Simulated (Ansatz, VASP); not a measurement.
**NbH: VASP beside Ansatz**

```
Nb H
1.0
    -1.65884    1.65884    2.04835
     1.65884   -1.65884    2.04835
     1.65884    1.65884   -2.04835
Nb H
1 1
Direct
  0.00000 0.00000 0.00000
  0.50000 0.50000 0.00000
```

Alike in both runs: task single point; functional PBEsol; k mesh 10 × 10 × 10; no spin polarisation.

|  | VASP | Ansatz |
| --- | --- | --- |
| version | VASP 6.6.1 | Ansatz 0.2.0 |
| potentials or method | VASP PAW PBE potentials, release 64 (Nb_sv, H), cutoff 500 eV | plane waves, PAW |
| occupations | methfessel-paxton of order 1, width 0.1 eV | cold |
| valence electrons in the cell | 14 | 14 |

|  | VASP | Ansatz | Ansatz less VASP |
| --- | --- | --- | --- |
| pressure (GPa) | -21.7 | -21.3 | +0.35 |
| traceless stress, the component that is largest in VASP (GPa) | -0.75 | -0.79 | -0.033 |

VASP's potentials were made for PBE, not for PBEsol.
